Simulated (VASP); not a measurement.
# Ti12O (a cell with a defect) in VASP: single point with LDA

Aim: the single point of Ti12O (a cell with a defect) with LDA.

All numbers are computed with VASP 6.6.1; they aren't measurements. Logs are shortened: lines on timing, memory, paths and dates and some standing lists are left out, and cuts for length are marked.

**1. The cell of the first run**

The cell holds a defect, 13 atoms: a = 5.900 Å, b = 8.850 Å, c = 4.685 Å, α = 90.00°, β = 90.00°, γ = 120.00°.

**2. Single point, LDA**

Input file INCAR:

```
SYSTEM = Ti12O
  ALGO = Normal
  EDIFF = 1E-6
  ENCUT = 1000
  GGA = CA
  GGA_COMPAT = .FALSE.
  ISIF = 2
  ISMEAR = -1
  LASPH = .TRUE.
  LCHARG = .FALSE.
  LREAL = .FALSE.
  LWAVE = .FALSE.
  NBANDS = 87
  NELM = 120
  PREC = Accurate
  SIGMA = 0.05
```

Input file KPOINTS:

```
k-points
0
G
  2 2 2
  0 0 0
```

Input file POSCAR:

```
Ti12O
1.0
    5.9000000000      0.0000000000      0.0000000000
   -4.4250000000      7.6643250000      0.0000000000
    0.0000000000      0.0000000000      4.6846000000
Ti O
12 1
Direct
   -0.0065070541     -0.0021749228     -0.0234383977
    0.1932011163      0.2490663727      0.5036344408
   -0.0012072337      0.3320582761      0.0072972716
    0.1563156797      0.5512192103      0.5074331895
    0.0046106911      0.6671250090      0.0070437017
    0.1773387406      0.8790977034      0.5025341432
    0.4965105021     -0.0051634749      0.0090786609
    0.6714178776      0.2284675783      0.5056690624
    0.5086788999      0.3358282081      0.0069407109
    0.6772926513      0.5607482089      0.5097123463
    0.4918336115      0.6612499478      0.0093064559
    0.6353412254      0.8769388022      0.5010168459
    0.0009216923      0.0043771810      0.5566591686
```

Potentials or basis: VASP PAW LDA potentials, release 64 (Ti_sv, O_h).

The run is started by

```bash
> cat potpaw_LDA.64/Ti_sv/POTCAR potpaw_LDA.64/O_h/POTCAR > POTCAR
> mpirun -np 1 vasp_std > vasp.out
```

OUTCAR:

```text
SYSTEM = Ti12O
   EDIFF = 1E-6
   ENCUT = 1000
   GGA = CA
   ISIF = 2
   ISMEAR = -1
   LASPH = .TRUE.
   LREAL = .FALSE.
   NELM = 120
   PREC = Accurate

 ion  position               nearest neighbor table
   1  0.993  0.998  0.977-  13 1.97  12 2.88   6 2.89
   2  0.193  0.249  0.504-  13 1.89   4 2.79  10 2.81   9 2.84   3 2.85   9 2.86   3 2.87   8 2.92

   3  0.999  0.332  0.007-   2 2.85   8 2.87   2 2.87   4 2.88   4 2.88   8 2.88   9 2.91  11 2.91

   4  0.156  0.551  0.507-   2 2.79   6 2.84  12 2.86   8 2.86  10 2.87   5 2.87   5 2.88   3 2.88
                             3 2.88  11 2.90  11 2.91
   5  0.005  0.667  0.007-   6 2.83  10 2.87   6 2.87   4 2.87   4 2.88  10 2.89  11 2.90   7 2.90

   6  0.177  0.879  0.503-  13 1.88  12 2.71   7 2.83   5 2.83   4 2.84   5 2.87   7 2.88  10 2.89
                             1 2.89
   7  0.497  0.995  0.009-  12 2.82   6 2.83  12 2.88   6 2.88   5 2.90
   8  0.671  0.228  0.506-   4 2.86   9 2.86   3 2.87   9 2.87   3 2.88   2 2.92
   9  0.509  0.336  0.007-   2 2.84   2 2.86   8 2.86   8 2.87  10 2.90   3 2.91  10 2.92
  10  0.677  0.561  0.510-   2 2.81   5 2.87   4 2.87   6 2.89   5 2.89   9 2.90  11 2.91  11 2.91
                             9 2.92
  11  0.492  0.661  0.009-  12 2.84   4 2.90  12 2.90   5 2.90  10 2.91  10 2.91   4 2.91   3 2.91

  12  0.635  0.877  0.501-  13 1.89   6 2.71   7 2.82  11 2.84   4 2.86   7 2.88   1 2.88  11 2.90

  13  0.001  0.004  0.557-   6 1.88  12 1.89   2 1.89   1 1.97

  LATTYP: Found a simple monoclinic cell.
 ALAT       =     5.9000000000
 B/A-ratio  =     0.7940000000
 C/A-ratio  =     1.3228756849
 COS(beta)  =    -0.1889822323

  Lattice vectors:

 A1 = (   5.9000000000,   0.0000000000,   0.0000000000)
 A2 = (   0.0000000000,   0.0000000000,   4.6846000000)
 A3 = (  -1.4750000000,  -7.6643250000,   0.0000000000)

Analysis of symmetry for initial positions (statically):
=====================================================================
 Subroutine PRICEL returns:
 Original cell was already a primitive cell.

 Routine SETGRP: Setting up the symmetry group for a
 simple monoclinic supercell.

 Subroutine GETGRP returns: Found  1 space group operations
 (whereof  1 operations were pure point group operations)
 out of a pool of  4 trial point group operations.

The static configuration has the point symmetry C_1 .

Analysis of symmetry for dynamics (positions and initial velocities):
=====================================================================
 Subroutine PRICEL returns:
 Original cell was already a primitive cell.

 Routine SETGRP: Setting up the symmetry group for a
 simple monoclinic supercell.

 Subroutine GETGRP returns: Found  1 space group operations
 (whereof  1 operations were pure point group operations)
 out of a pool of  4 trial point group operations.

The dynamic configuration has the point symmetry C_1 .

 Subroutine INISYM returns: Found  1 space group operations
 (whereof  1 operations are pure point group operations),
 and found     1 'primitive' translations

----------------------------------------------------------------------------------------

                                     Primitive cell

  volume of cell :     211.8354

  direct lattice vectors                    reciprocal lattice vectors
     5.900000000  0.000000000  0.000000000     0.169491525  0.097855976  0.000000000
    -4.425000000  7.664325000  0.000000000     0.000000000  0.130474634  0.000000000
     0.000000000  0.000000000  4.684600000     0.000000000  0.000000000  0.213465397

  length of vectors
     5.900000000  8.850000153  4.684600000     0.195711955  0.130474634  0.213465397

  position of ions in fractional coordinates (direct lattice)
     0.993492946  0.997825077  0.976561602
     0.193201116  0.249066373  0.503634441
     0.998792766  0.332058276  0.007297272
     0.156315680  0.551219210  0.507433189
     0.004610691  0.667125009  0.007043702
     0.177338741  0.879097703  0.502534143
     0.496510502  0.994836525  0.009078661
     0.671417878  0.228467578  0.505669062
     0.508678900  0.335828208  0.006940711
     0.677292651  0.560748209  0.509712346
     0.491833611  0.661249948  0.009306456
     0.635341225  0.876938802  0.501016846
     0.000921692  0.004377181  0.556659169

  ion indices of the primitive-cell ions
   primitive index   ion index
                 1           1
                 2           2
                 3           3
                 4           4
                 5           5
                 6           6
                 7           7
                 8           8
                 9           9
                10          10
                11          11
                12          12
                13          13

----------------------------------------------------------------------------------------

 KPOINTS: k-points

Automatic generation of k-mesh.
 Grid dimensions read from file:
 generate k-points for:    2    2    2

 Generating k-lattice:

  Cartesian coordinates                     Fractional coordinates (reciprocal lattice)
     0.084745763  0.048927988  0.000000000     0.500000000  0.000000000  0.000000000
     0.000000000  0.065237317  0.000000000     0.000000000  0.500000000  0.000000000
     0.000000000  0.000000000  0.106732699     0.000000000  0.000000000  0.500000000

  Length of vectors
     0.097855977  0.065237317  0.106732699

  Shift w.r.t. Gamma in fractional coordinates (k-lattice)
     0.000000000  0.000000000  0.000000000

 Subroutine IBZKPT returns following result:
 ===========================================

 Found      8 irreducible k-points:

 Following reciprocal coordinates:
            Coordinates               Weight
  0.000000  0.000000  0.000000      1.000000
  0.500000  0.000000  0.000000      1.000000
  0.000000  0.500000  0.000000      1.000000
  0.500000  0.500000  0.000000      1.000000
  0.000000  0.000000  0.500000      1.000000
  0.500000  0.000000  0.500000      1.000000
  0.000000  0.500000  0.500000      1.000000
  0.500000  0.500000  0.500000      1.000000
   k-points           NKPTS =      8   k-points in BZ     NKDIM =      8   number of bands    NBANDS=     87
   number of dos      NEDOS =    301   number of ions     NIONS =     13
   total plane-waves  NPLWV = 294912
   dimension x,y,z NGX =    64 NGY =   96 NGZ =   48
   dimension x,y,z NGXF=   128 NGYF=  192 NGZF=   96
   ions per type =              12   1
   NGX,Y,Z   is equivalent  to a cutoff of  18.03, 18.03, 17.03 a.u.
   NGXF,Y,Z  is equivalent  to a cutoff of  36.07, 36.07, 34.07 a.u.
 SYSTEM =  Ti12O
   PREC   = accura    normal or accurate (medium, high low for compatibility)
   ISTART =      0    job   : 0-new  1-cont  2-samecut
   ICHARG =      2    charge: 1-file 2-atom 10-const
   ISPIN  =      1    spin polarized calculation?
   LNONCOLLINEAR =      F non collinear calculations
   LSORBIT =      F    spin-orbit coupling
   LASPH  =      T    aspherical Exc in radial PAW
   ENCUT  = 1000.0 eV  73.50 Ry    8.57 a.u.  15.21 22.82 12.08*2*pi/ulx,y,z
   NELM   =    120;   NELMIN=  2; NELMDL= -5     # of ELM steps
   EDIFF  = 0.1E-05   stopping-criterion for ELM
   LREAL  =      F    real-space projection
[... 7 lines left out ...]
   TEBEG  =    0.0;   TEEND  =   0.0 temperature during run
   PSTRESS=    0.0 pullay stress
   NELECT =     150.0000    total number of electrons
   NUPDOWN=      -1.0000    fix difference up-down
   EMIN   =  10.00;   EMAX   =-10.00  energy-range for DOS
   EFERMI =   0.00;   METHOD = LEGACY
   ISMEAR =    -1;   SIGMA  =   0.05  broadening in eV -4-tet -1-fermi 0-gaus
   EFERMI_NEDOS =   21; number of points for ismear=-14 and -15
   IALGO  =     38    algorithm
   IMIX   =      4    mixing-type and parameters
     AMIX     =   0.40;   BMIX     =  1.00
     AMIX_MAG =   1.60;   BMIX_MAG =  1.00
  volume/ion in A,a.u.               =      16.30       109.96
  Fermi-wavevector in a.u.,A,eV,Ry     =   1.459170  2.757431 28.969197  2.129176
  Thomas-Fermi vector in A             =   2.575768
   LORBIT       =      0    0 simple, 1 ext, 2 COOP (PROOUT), +10 PAW based schemes
   GGA     = CA    functional components
   LHFCALC =     F    Hartree Fock is set to
   AEXX    =    0.0000 exact exchange contribution
   IVDW    =     0    specifies the selected vdW correction
   LEPSILON=     F    determine dielectric tensor
   LRPA    =     F    only Hartree local field effects (RPA)
 non-spin polarized calculation
  energy-cutoff  :     1000.00
  volume of cell :      211.84
 maximum number of plane-waves:     15252
 NGX is ok and might be reduce to    64
   NGX = 31   NGY = 45   NGZ = 25

 number of electron     150.0000003 magnetization

 Free energy of the ion-electron system (eV)
  ---------------------------------------------------
  ext. energy  EPLUGINS =         0.00000000
  ---------------------------------------------------
  free energy    TOTEN  =      -112.64235489 eV

  energy without entropy =     -112.53053821  energy(sigma->0) =     -112.58644655

 E-fermi :   8.1843     XC(G=0): -11.8708

 val. band max:        8.1764061315   @ k =   0.5000   0.5000   0.5000
 cond. band min:       8.2171412716   @ k =   0.0000   0.0000   0.5000
 fundamental gap:      0.0407351400
 Fermi energy:         8.1842970600

 k-point     1 :       0.0000    0.0000    0.0000
  band No.  band energies     occupation
      1     -48.0414      2.00000
      2     -47.8881      2.00000
      3     -47.8594      2.00000
      4     -47.8022      2.00000
      5     -47.7830      2.00000
      6     -47.7721      2.00000
[... 709 lines left out ...]
     86       8.8649      0.00000
     87       9.3620      0.00000

------------------------ aborting loop because EDIFF is reached ----------------------------------------

  FORCE on cell =-STRESS in cart. coord.  units (eV):
  Direction    XX          YY          ZZ          XY          YZ          ZX
  --------------------------------------------------------------------------------------
  -------------------------------------------------------------------------------------
  Total       -5.7084575     -6.0901808     -7.8793219     -0.0916424      0.0893409     -0.0765975
  in kB      -43.1748581    -46.0619509    -59.5937872     -0.6931204      0.6757133     -0.5793311
  external PRESSURE =     -49.6101987 kB  Pullay stress =       0.0000000 kB

 VOLUME and BASIS-vectors are now :
 -----------------------------------------------------------------------------
  energy-cutoff  :     1000.00
  volume of cell :      211.84
      direct lattice vectors                 reciprocal lattice vectors
     5.900000000  0.000000000  0.000000000     0.169491525  0.097855976  0.000000000
    -4.425000000  7.664325000  0.000000000     0.000000000  0.130474634  0.000000000
     0.000000000  0.000000000  4.684600000     0.000000000  0.000000000  0.213465397

 POSITION                                       TOTAL-FORCE (eV/Angst)
 -----------------------------------------------------------------------------------
      1.44623      7.64766      4.57480         0.003079     -0.012276      0.050156
      0.03777      1.90893      2.35933        -0.018899      0.095558     -0.009357
      4.42352      2.54500      0.03418        -0.014074     -0.000982      0.004792
     -1.51688      4.22472      2.37712        -0.001826      0.012240      0.000854
     -2.92483      5.11306      0.03300        -0.001490      0.010463     -0.003264
     -2.84371      6.73769      2.35417         0.100976     -0.046869     -0.009364
     -1.47274      7.62475      0.04253        -0.013775      0.005355      0.003026
      2.95040      1.75105      2.36886         0.032753     -0.007769      0.003591
      1.51517      2.57390      0.03251         0.008674     -0.002158      0.000409
      1.51472      4.29776      2.38780         0.001590     -0.013636      0.002865
     -0.02421      5.06803      0.04360         0.000850     -0.014729      0.001462
     -0.13194      6.72114      2.34706        -0.111655     -0.047522     -0.014644
     -0.01393      0.03355      2.60773         0.013797      0.022324     -0.030526
 -----------------------------------------------------------------------------------
    total drift:                               -0.001023     -0.000283      0.000032

  FREE ENERGIE OF THE ION-ELECTRON SYSTEM (eV)
  ---------------------------------------------------
  free  energy   TOTEN  =      -112.6423548920 eV

  energy  without entropy=     -112.5305382079  energy(sigma->0) =     -112.58644655
```

Run time: 17 min. Hardware: 1 thread of Intel Xeon Platinum 8259CL at 2.50GHz (Skylake/Cascade Lake), shared host; peak memory 0.61 GiB.

Results:

* Free energy: -112.6424 eV
* Pressure: -5.0 GPa
* Largest force: 0.122 eV/Å
* Band gap on the k mesh: zero (bands 75 and 76 overlap by 0.58 eV)

Forces in eV/Å, atoms in the order of the input:
```
Ti   0.003 -0.012  0.050
Ti  -0.019  0.096 -0.009
Ti  -0.014 -0.001  0.005
Ti  -0.002  0.012  0.001
Ti  -0.001  0.010 -0.003
Ti   0.101 -0.047 -0.009
Ti  -0.014  0.005  0.003
Ti   0.033 -0.008  0.004
Ti   0.009 -0.002  0.000
Ti   0.002 -0.014  0.003
Ti   0.001 -0.015  0.001
Ti  -0.112 -0.048 -0.015
O    0.014  0.022 -0.031
```

Stress tensor (GPa, compression positive):
```
-4.32 -0.07 -0.06
-0.07 -4.61  0.07
-0.06  0.07 -5.96
```

Caveat: the k points lie up to 0.67 Å⁻¹ apart, too coarse for converged energies and pressures of a metal.

The gap in the log of VASP goes by the Fermi energy; the results here count the filled bands.